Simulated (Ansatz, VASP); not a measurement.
## One calculation of Mg, two programs

```xyz
1
Lattice="0.0000 2.2814 2.2814 2.2814 0.0000 2.2814 2.2814 2.2814 0.0000" Properties=species:S:1:pos:R:3 pbc="T T T"
Mg    0.0000    0.0000    0.0000
```

Alike in both runs: task single point; functional revPBE; k mesh 13 × 13 × 13; occupations fermi-dirac, width 0.1 eV; no spin polarisation.

|  | VASP | Ansatz |
| --- | --- | --- |
| version | VASP 6.6.1 | Ansatz 0.2.0 |
| potentials or method | VASP PAW PBE potentials, release 64 (Mg), cutoff 520 eV | plane waves (420 eV) with PAW, scalar-relativistic |
| valence electrons in the cell | 2 | 10 |

Ansatz gave:

| Property | Result |
| --- | --- |
| pressure (GPa) | 0.0 |

Q: What did VASP give for the same quantities?

A: Pressure (GPa): -0.1.

VASP's potentials were made for PBE, not for revPBE. VASP's potentials hold 2 valence electrons a cell and Ansatz's 10, so a difference there can come from the potentials and not from the codes.
